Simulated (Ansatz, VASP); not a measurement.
**AlCl3 in VASP and in Ansatz**

Contents of INCAR:

```
ALGO = Normal
EDIFF = 1E-6
ENCUT = 400
GGA = PE
GGA_COMPAT = F
ISIF = 2
ISMEAR = 0
IVDW = 12
LASPH = T
LCHARG = F
LREAL = F
LWAVE = F
NBANDS = 20
NELM = 120
NELMDL = -8
PREC = Accurate
SIGMA = 0.005
```

File KPOINTS:

```
k-points
0
Gamma
  1 1 1
```

The input POSCAR:

```
AlCl3
1.0
   13.5921454378      0.0000000000      0.0000000000
    0.0000000000     14.0921454378      0.0000000000
    0.0000000000      0.0000000000     14.5921454378
Al Cl
1 3
Direct
    0.5029591600      0.5047498900      0.5006993200
    0.4104941600      0.4307549400      0.5890134800
    0.5360619200      0.4491754900      0.3722766200
    0.5623275600      0.6343240200      0.5407912200
```

Input for Ansatz:

```yaml
crystal:
  lattice:
    - [13.5921454378, 0.0, 0.0]
    - [0.0, 14.0921454378, 0.0]
    - [0.0, 0.0, 14.5921454378]
  atoms:
    - { symbol: Al, position: [0.50295916, 0.50474989, 0.50069932] }
    - { symbol: Cl, position: [0.41049416, 0.43075494, 0.58901348] }
    - { symbol: Cl, position: [0.53606192, 0.44917549, 0.37227662] }
    - { symbol: Cl, position: [0.56232756, 0.63432402, 0.54079122] }
hamiltonian:
  xc: pbe
  dispersion: d3bj
kpoints:
  mp_grid: { grid: [1, 1, 1] }
scf:
  occupations: { method: gaussian, width: 0.005 }
  max_iter: 140
  lower_state_search: "off"
output:
  forces: true
basis:
  ecutwfc: 550
```

Alike in both runs: task single point; functional PBE; dispersion D3(BJ); k mesh 1 × 1 × 1; occupations gaussian, width 0.005 eV; no spin polarisation.

|  | VASP | Ansatz |
| --- | --- | --- |
| version | VASP 6.6.1 | Ansatz 0.2.0 |
| potentials or method | VASP PAW PBE potentials, release 64 (Al, Cl), cutoff 400 eV | scalar-relativistic, plane waves, PAW |
| valence electrons in the cell | 24 | 24 |

```tsv
	VASP	Ansatz	Ansatz less VASP
rms of the force components (eV/Å)	0.016	0.000	-0.0153
```

Atom by atom the forces differ by 0.015 eV/Å (rms over components).
